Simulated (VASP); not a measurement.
# SiO2 (P2_13) in VASP: notebook, part 3 of 3

VASP 6.6.1.

## (4) Electric field gradients, LDA

Contents of INCAR:

```
ALGO = Normal ; EDIFF = 1E-8
ENCUT = 520 ; ISIF = 2
ISMEAR = -1 ; LASPH = True
LCHARG = False ; LEFG = True
LREAL = Auto ; LWAVE = False
NBANDS = 82 ; NELM = 80
PREC = Accurate ; SIGMA = 0.02
```

Contents of KPOINTS:

```
k-points
0
Gamma
  4 4 4
```

Contents of POSCAR:

```
SiO2
1.0
    7.1600000000      0.0000000000      0.0000000000
    0.0000000000      7.1600000000      0.0000000000
    0.0000000000      0.0000000000      7.1600000000
Si O
8 16
Direct
    0.2807082821      0.2807082821      0.2807082821
    0.2192917179      0.7192917179      0.7807082821
    0.7807082821      0.2192917179      0.7192917179
    0.7192917179      0.7807082821      0.2192917179
    1.0205837188      1.0205837188      1.0205837188
    0.4794162812     -0.0205837188      0.5205837188
    0.5205837188      0.4794162812     -0.0205837188
   -0.0205837188      0.5205837188      0.4794162812
    0.1505389581      0.1505389581      0.1505389581
    0.3494610419      0.8494610419      0.6505389581
    0.6505389581      0.3494610419      0.8494610419
    0.8494610419      0.6505389581      0.3494610419
    0.6398190185      0.6615813720      0.0434329365
    0.8601809815      0.3384186280      0.5434329365
    0.1398190185      0.8384186280      0.9565670635
    0.3601809815      0.1615813720      0.4565670635
    0.0434329365      0.6398190185      0.6615813720
    0.5434329365      0.8601809815      0.3384186280
    0.9565670635      0.1398190185      0.8384186280
    0.4565670635      0.3601809815      0.1615813720
    0.6615813720      0.0434329365      0.6398190185
    0.3384186280      0.5434329365      0.8601809815
    0.8384186280      0.9565670635      0.1398190185
    0.1615813720      0.4565670635      0.3601809815
```

Potentials or basis: VASP PAW LDA potentials, release 64 (Si, O).

Command:

```sh
cat potpaw_LDA.64/Si/POTCAR potpaw_LDA.64/O/POTCAR > POTCAR
mpirun -np 1 vasp_std > vasp.out
```

OUTCAR:

```text
EDIFF = 1E-8
   ENCUT = 520
   ISIF = 2
   ISMEAR = -1
   LASPH = True
   LREAL = Auto
   NELM = 80
   PREC = Accurate

 ion  position               nearest neighbor table
   1  0.281  0.281  0.281-   9 1.61  16 1.62  20 1.62  24 1.62   7 3.10   8 3.10   6 3.10
   2  0.219  0.719  0.781-  10 1.61  15 1.62  17 1.62  22 1.62   7 3.10   8 3.10   5 3.10
   3  0.781  0.219  0.719-  11 1.61  14 1.62  19 1.62  21 1.62   6 3.10   8 3.10   5 3.10
   4  0.719  0.781  0.219-  12 1.61  13 1.62  18 1.62  23 1.62   6 3.10   7 3.10   5 3.10
   5  0.021  0.021  0.021-   9 1.61  15 1.62  19 1.62  23 1.62   3 3.10   4 3.10   2 3.10
   6  0.479  0.979  0.521-  10 1.61  16 1.62  18 1.62  21 1.62   3 3.10   4 3.10   1 3.10
   7  0.521  0.479  0.979-  11 1.61  13 1.62  20 1.62  22 1.62   2 3.10   4 3.10   1 3.10
   8  0.979  0.521  0.479-  12 1.61  14 1.62  17 1.62  24 1.62   2 3.10   3 3.10   1 3.10
   9  0.151  0.151  0.151-   5 1.61   1 1.61
  10  0.349  0.849  0.651-   6 1.61   2 1.61
  11  0.651  0.349  0.849-   7 1.61   3 1.61
  12  0.849  0.651  0.349-   8 1.61   4 1.61
  13  0.640  0.662  0.043-   4 1.62   7 1.62
  14  0.860  0.338  0.543-   3 1.62   8 1.62
[... 8 lines left out ...]
  23  0.838  0.957  0.140-   4 1.62   5 1.62
  24  0.162  0.457  0.360-   1 1.62   8 1.62

  LATTYP: Found a simple cubic cell.
 ALAT       =     7.1600000000

  Lattice vectors:

 A1 = (   7.1600000000,   0.0000000000,   0.0000000000)
 A2 = (   0.0000000000,   7.1600000000,   0.0000000000)
 A3 = (   0.0000000000,   0.0000000000,   7.1600000000)

Analysis of symmetry for initial positions (statically):
=====================================================================
 Subroutine PRICEL returns:
 Original cell was already a primitive cell.

 Routine SETGRP: Setting up the symmetry group for a
 simple cubic supercell.

 Subroutine GETGRP returns: Found 12 space group operations
 (whereof  3 operations were pure point group operations)
 out of a pool of 48 trial point group operations.

The static configuration has the point symmetry C_3 .
 The point group associated with its full space group is T   .

Analysis of symmetry for dynamics (positions and initial velocities):
=====================================================================
 Subroutine PRICEL returns:
 Original cell was already a primitive cell.

 Routine SETGRP: Setting up the symmetry group for a
 simple cubic supercell.

 Subroutine GETGRP returns: Found 12 space group operations
 (whereof  3 operations were pure point group operations)
 out of a pool of 48 trial point group operations.

The dynamic configuration has the point symmetry C_3 .
 The point group associated with its full space group is T   .

 Subroutine INISYM returns: Found 12 space group operations
 (whereof  3 operations are pure point group operations),
 and found     1 'primitive' translations

----------------------------------------------------------------------------------------

                                     Primitive cell

  volume of cell :     367.0617

  direct lattice vectors                    reciprocal lattice vectors
     7.160000000  0.000000000  0.000000000     0.139664804  0.000000000  0.000000000
[... 151 lines left out ...]
 NGX is ok and might be reduce to    54
   NGX = 27   NGY = 27   NGZ = 27

 number of electron     128.0000007 magnetization

 Free energy of the ion-electron system (eV)
  ---------------------------------------------------
  ext. energy  EPLUGINS =         0.00000000
  ---------------------------------------------------
  free energy    TOTEN  =      -207.31367069 eV

  energy without entropy =     -207.31367069  energy(sigma->0) =     -207.31367069

 E-fermi :  -0.1767     XC(G=0):  -8.6410

 val. band max:       -0.6837354780   @ k =   0.5000   0.5000   0.5000
 cond. band min:       4.7790573993   @ k =   0.0000   0.0000   0.0000
 fundamental gap:      5.4627928773
 Fermi energy:        -0.1767329371

 k-point     1 :       0.0000    0.0000    0.0000
  band No.  band energies     occupation
      1     -19.6438      2.00000
      2     -18.7442      2.00000
      3     -18.7442      2.00000
      4     -18.7442      2.00000
      5     -18.7278      2.00000
      6     -18.7278      2.00000
[... 858 lines left out ...]
     75       8.2697      0.00000
     76       8.2697      0.00000
 [bands above 76 left out]

------------------------ aborting loop because EDIFF is reached ----------------------------------------

  FORCE on cell =-STRESS in cart. coord.  units (eV):
  Direction    XX          YY          ZZ          XY          YZ          ZX
  --------------------------------------------------------------------------------------
  -------------------------------------------------------------------------------------
  Total      -10.2132455    -10.2132455    -10.2132455      0.0000000      0.0000000      0.0000000
  in kB      -44.5795096    -44.5795096    -44.5795096      0.0000000      0.0000000      0.0000000
  external PRESSURE =     -44.5795096 kB  Pullay stress =       0.0000000 kB

 VOLUME and BASIS-vectors are now :
 -----------------------------------------------------------------------------
  energy-cutoff  :      520.00
  volume of cell :      367.06
      direct lattice vectors                 reciprocal lattice vectors
     7.160000000  0.000000000  0.000000000     0.139664804  0.000000000  0.000000000
     0.000000000  7.160000000  0.000000000     0.000000000  0.139664804  0.000000000
     0.000000000  0.000000000  7.160000000     0.000000000  0.000000000  0.139664804

 POSITION                                       TOTAL-FORCE (eV/Angst)
 -----------------------------------------------------------------------------------
      2.00987      2.00987      2.00987         0.023743      0.023743      0.023743
      1.57013      5.15013      5.58987        -0.023743     -0.023743      0.023743
      5.58987      1.57013      5.15013         0.023743     -0.023743     -0.023743
      5.15013      5.58987      1.57013        -0.023743      0.023743     -0.023743
      0.14738      0.14738      0.14738         0.010450      0.010450      0.010450
      3.43262      7.01262      3.72738        -0.010450     -0.010450      0.010450
[... 16 lines left out ...]
      6.00308      6.84902      1.00110         0.150533     -0.263273     -0.107972
      1.15692      3.26902      2.57890        -0.150533     -0.263273      0.107972
 -----------------------------------------------------------------------------------
    total drift:                                0.000000      0.000001     -0.000000

  FREE ENERGIE OF THE ION-ELECTRON SYSTEM (eV)
  ---------------------------------------------------
  free  energy   TOTEN  =      -207.3136706903 eV

  energy  without entropy=     -207.3136706903  energy(sigma->0) =     -207.31367069

 Electric field gradients (V/A^2)
---------------------------------------------------------------------
 ion       V_xx      V_yy      V_zz      V_xy      V_xz      V_yz
---------------------------------------------------------------------
   1       0.000     0.000    -0.000     1.938     1.938     1.938
   2       0.000     0.000    -0.000     1.938    -1.938    -1.938
   3      -0.000     0.000    -0.000    -1.938    -1.938     1.938
   4      -0.000     0.000    -0.000    -1.938     1.938    -1.938
   5      -0.000     0.000    -0.000    -0.838    -0.838    -0.838
   6       0.000    -0.000    -0.000    -0.838     0.838     0.838
[... 16 lines left out ...]
  23      19.246     2.221   -21.467    48.506   -47.646   -32.920
  24      19.246     2.221   -21.467   -48.506   -47.646    32.920
---------------------------------------------------------------------

 Electric field gradients after diagonalization (V/A^2)
 (convention: |V_zz| > |V_xx| > |V_yy|)
----------------------------------------------------------------------
 ion       V_xx      V_yy      V_zz     asymmetry (V_yy - V_xx)/ V_zz
----------------------------------------------------------------------
   1      -1.938    -1.938     3.875       0.000
   2      -1.938    -1.938     3.875       0.000
   3      -1.938    -1.938     3.875       0.000
   4      -1.938    -1.938     3.875       0.000
   5       0.838     0.838    -1.677       0.000
   6       0.838     0.838    -1.677       0.000
[... 16 lines left out ...]
  23     -52.948   -36.946    89.894       0.178
  24     -52.948   -36.946    89.894       0.178
----------------------------------------------------------------------

           NMR quadrupolar parameters

 Cq : quadrupolar parameter    Cq=e*Q*V_zz/h
 eta: asymmetry parameters     (V_yy - V_xx)/ V_zz
 Q  : nuclear electric quadrupole moment in mb (millibarn)
----------------------------------------------------------------------
 ion       Cq(MHz)       eta       Q (mb)
----------------------------------------------------------------------
   1       0.009       0.000       1.000
   2       0.009       0.000       1.000
   3       0.009       0.000       1.000
   4       0.009       0.000       1.000
   5      -0.004       0.000       1.000
   6      -0.004       0.000       1.000
[... 16 lines left out ...]
  23       0.217       0.178       1.000
  24       0.217       0.178       1.000
----------------------------------------------------------------------
```

Run time: 13 min. Hardware: 1 thread of Oxide Virtual Turin-like, shared host; peak memory 0.38 GiB.

What came out:

| Property | Result |
| --- | --- |
| Free energy | -207.3137 eV |
| Pressure | -4.5 GPa |
| Largest force | 0.322 eV/Å |
| Band gap on the k mesh | 5.46 eV |
| Largest electric field gradient by atom | Si +3.9, -1.7 (each value once); O +97.7, +89.9 (each value once) V/Å² |

Forces on the atoms (eV/Å):
```
Si   0.024  0.024  0.024
Si  -0.024 -0.024  0.024
Si   0.024 -0.024 -0.024
Si  -0.024  0.024 -0.024
Si   0.010  0.010  0.010
Si  -0.010 -0.010  0.010
Si   0.010 -0.010 -0.010
Si  -0.010  0.010 -0.010
O    0.008  0.008  0.008
O   -0.008 -0.008  0.008
O    0.008 -0.008 -0.008
O   -0.008  0.008 -0.008
O   -0.108 -0.151  0.263
O    0.108  0.151  0.263
O   -0.108  0.151 -0.263
O    0.108 -0.151 -0.263
O    0.263 -0.108 -0.151
O    0.263  0.108  0.151
O   -0.263 -0.108  0.151
O   -0.263  0.108 -0.151
O   -0.151  0.263 -0.108
O    0.151  0.263  0.108
O    0.151 -0.263 -0.108
O   -0.151 -0.263  0.108
```

Levels at points of the mesh, in eV from the valence-band top:
| k point | band 61 | band 62 | band 63 | band 64 | band 65 | band 66 | band 67 | band 68 |
| --- | --- | --- | --- | --- | --- | --- | --- | --- |
| (0.00, 0.00, 0.00) | -0.39 | 0.00 | 0.00 | 0.00 | 5.46 | 8.48 | 8.48 | 8.48 |
| (0.50, 0.00, 0.00) | -0.25 | -0.25 | -0.23 | -0.23 | 6.61 | 6.61 | 8.66 | 8.66 |
| (0.50, 0.50, 0.00) | -0.23 | -0.23 | -0.12 | -0.12 | 7.44 | 7.44 | 7.45 | 7.45 |
| (0.50, 0.50, 0.50) | 0.00 | 0.00 | 0.00 | 0.00 | 7.72 | 7.72 | 7.72 | 7.72 |

Electric field gradients, principal values (V/Å²):
```tsv
atom	least	middle	greatest (by size)
1 Si	-1.938	-1.938	3.875
2 Si	-1.938	-1.938	3.875
3 Si	-1.938	-1.938	3.875
4 Si	-1.938	-1.938	3.875
5 Si	0.838	0.838	-1.677
6 Si	0.838	0.838	-1.677
7 Si	0.838	0.838	-1.677
8 Si	0.838	0.838	-1.677
9 O	-48.854	-48.854	97.708
10 O	-48.854	-48.854	97.708
11 O	-48.854	-48.854	97.708
12 O	-48.854	-48.854	97.708
13 O	-36.946	-52.948	89.894
14 O	-36.946	-52.948	89.894
15 O	-36.946	-52.948	89.894
16 O	-36.946	-52.948	89.894
17 O	-36.946	-52.948	89.894
18 O	-36.946	-52.948	89.894
19 O	-36.946	-52.948	89.894
20 O	-36.946	-52.948	89.894
21 O	-36.946	-52.948	89.894
22 O	-36.946	-52.948	89.894
23 O	-36.946	-52.948	89.894
24 O	-36.946	-52.948	89.894
```

Caveat: the cell stands under tension; without QUAD_EFG the Cq values of the log hold for a quadrupole moment of 1 mb, not for the nuclei. A k mesh can miss the band edges.

## (5) Summary

| level | potentials or basis | cell | gap on the mesh (eV) | pressure (GPa) | largest force (eV/Å) |
| --- | --- | --- | --- | --- | --- |
| PBEsol | VASP PAW PBE potentials, release 64 (Si, O) | as given, atomic positions A | 5.66 | -0.9 | 0.08 |
| PBE | VASP PAW PBE potentials, release 64 (Si, O) | as given, atomic positions B | 4.16 | 3.3 | 3.51 |
| LDA | VASP PAW LDA potentials, release 64 (Si, O) | as given, atomic positions A | 5.46 | -4.5 | 0.32 |

Alike in all rows: task electric field gradients; no spin polarisation; k mesh 4 × 4 × 4; cutoff (eV) 520; smearing fermi-dirac 0.02 eV.

Caveats: the PAW data sets were made with another functional, which shifts forces and pressure a little (at least some runs); the cell stands under pressure (at least some runs); forces of over 1 eV/Å act on the atoms, so gaps and moduli don't describe the material at rest (at least some runs); the cell stands under tension (at least some runs).

Absolute energies hang on the potentials; compare differences alone.
